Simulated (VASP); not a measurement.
Input of a VASP 6.6.1 run:

The input INCAR:

```
ALGO = Normal
EDIFF = 1E-7
EDIFFG = -0.01
ENCUT = 500
GGA = PS
GGA_COMPAT = False
IBRION = 2
ISIF = 3
ISMEAR = 0
LASPH = True
LCHARG = False
LREAL = False
LWAVE = False
NELM = 120
NELMIN = 4
NSW = 80
PREC = Accurate
SIGMA = 0.02
```

Contents of KPOINTS:

```
k-points
0
Gamma
  6 6 6
```

POSCAR

```
CsPbBr3
1.0
    5.9394140154      0.0000000000      0.0000000000
    0.0000000000      5.9394140154      0.0000000000
    0.0000000000      0.0000000000      5.9394140154
Cs Pb Br
1 1 3
Direct
    0.5000000000      0.5000000000      0.5000000000
    0.0000000000      0.0000000000      0.0000000000
    0.0000000000      0.0000000000      0.5000000000
    0.0000000000      0.5000000000      0.0000000000
    0.5000000000      0.0000000000      0.0000000000
```

Potentials or basis: VASP PAW PBE potentials, release 64 (Cs_sv, Pb_d, Br).

Launch:

```bash
$ cat potpaw_PBE.64/Cs_sv/POTCAR potpaw_PBE.64/Pb_d/POTCAR potpaw_PBE.64/Br/POTCAR > POTCAR
$ mpirun -np 1 vasp_std > vasp.out
```

Problem. Predict the space group after relaxing (to 0.1 Å).

Solution. Pm-3m (No. 221).

Problem. What does it give for the relaxed cell?

Solution. a = 5.872 Å, b = 5.872 Å, c = 5.872 Å, α = 90.00°, β = 90.00°, γ = 90.00°.

Final structure:
```xyz
5
Lattice="5.8718 0.0000 0.0000 0.0000 5.8718 0.0000 0.0000 0.0000 5.8718" Properties=species:S:1:pos:R:3 pbc="T T T"
Cs    2.9359    2.9359    2.9359
Pb    0.0000    0.0000    0.0000
Br    0.0000    0.0000    2.9359
Br    0.0000    2.9359    0.0000
Br    2.9359    0.0000    0.0000
```
